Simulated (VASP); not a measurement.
P: single point with r2SCAN+D3(BJ)

Crystal: P.

```xyz
4
Lattice="1.6582 -5.2420 0.0000 1.6582 5.2420 0.0000 0.0000 0.0000 4.3793" Properties=species:S:1:pos:R:3 pbc="T T T"
P     1.6582   -4.1766    0.3533
P     1.6582   -1.0654    2.5430
P     1.6582    4.1766    4.0260
P     1.6582    1.0654    1.8363
```

| Property | Result |
| --- | --- |
| Program | VASP 6.6.1 |
| Task | single point |
| Functional | r2SCAN |
| Dispersion | D3(BJ) |
| Potentials or basis | VASP PAW PBE potentials, release 64 (P) |
| Cutoff | 520 eV |
| k mesh | 6 × 6 × 4 |
| Occupations | gaussian, width 0.1 eV |
| Spin | no spin polarisation |

The pressure is -1.1 GPa, the largest force is 0.285 eV/Å and the band gap on the k mesh is 0.15 eV, direct. The dispersion energy per atom is -0.172 eV.

Forces in eV/Å, atoms in the order of the input:
```
P    0.000 -0.115  0.261
P    0.000  0.115  0.261
P    0.000  0.115 -0.261
P    0.000 -0.115 -0.261
```

Stress tensor (GPa, compression positive):
```
-1.26  0.00  0.00
 0.00 -0.57  0.00
 0.00  0.00 -1.50
```

Levels at points of the mesh, in eV from the valence-band top:
| k point | band 7 | band 8 | band 9 | band 10 | band 11 | band 12 | band 13 | band 14 |
| --- | --- | --- | --- | --- | --- | --- | --- | --- |
| (0.00, 0.00, 0.00) | -4.41 | -3.09 | -2.86 | -1.56 | 0.78 | 1.26 | 2.03 | 3.09 |
| (0.50, 0.00, 0.00) | -3.63 | -3.63 | -2.88 | -2.88 | 0.91 | 0.91 | 1.28 | 1.28 |
| (0.50, 0.50, 0.00) | -4.59 | -2.54 | -1.81 | 0.00 | 0.15 | 0.82 | 2.42 | 2.89 |
| (0.00, 0.00, 0.50) | -3.50 | -3.50 | -1.49 | -1.49 | 1.58 | 1.58 | 2.64 | 2.64 |
| (0.50, 0.00, 0.50) | -5.87 | -5.87 | -2.17 | -2.17 | 1.80 | 1.80 | 4.07 | 4.07 |
| (0.50, 0.50, 0.50) | -2.86 | -2.86 | -1.79 | -1.79 | 1.51 | 1.51 | 2.78 | 2.78 |

Run time: 2.4 min on 1 thread of Intel(R) Xeon(R) Platinum 8488C (Sapphire Rapids), with other jobs on the host, peak memory 0.25 GiB.

Caveat: the PAW data sets were made with another functional, which shifts forces and pressure a little. A k mesh can miss the band edges.
